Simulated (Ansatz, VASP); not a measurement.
ScSi2 in VASP and in Ansatz

```
CELL_PARAMETERS angstrom
3.64776 0.00000 0.00000
-1.82388 3.15905 0.00000
0.00000 0.00000 3.85706
ATOMIC_POSITIONS crystal
Sc 0.00000 0.00000 0.00000
Si 0.33333 0.66667 0.50000
Si 0.66667 0.33333 0.50000
```

Change from the starting cell: volume scaled by 0.99, crystal datasets.

Alike in both runs: task electric field gradients; functional PBEsol; k mesh 13 × 13 × 11; occupations fermi-dirac, width 0.05 eV; no spin polarisation.

|  | VASP | Ansatz |
| --- | --- | --- |
| version | VASP 6.6.1 | Ansatz 0.2.0 |
| potentials or method | VASP PAW PBE potentials, release 64 (Sc_sv, Si), cutoff 520 eV | all-electron PAW with datasets made for the crystal, scalar-relativistic |

Ansatz gave:

```
pressure (GPa)                                                : 23.6
traceless stress, the component that is largest in VASP (GPa) : -25.51
size of Vzz on the site where it differs most (V/Å²)          : 10.2
```

Question: Which values does VASP return?

Answer: Pressure (GPa): 24.0; traceless stress, the component that is largest in VASP (GPa): -25.66; size of Vzz on the site where it differs most (V/Å²): 17.1.

VASP's potentials were made for PBE, not for PBEsol. Ansatz ran all-electron here, and VASP with PAW potentials. Ansatz's warnings: printed levels off.
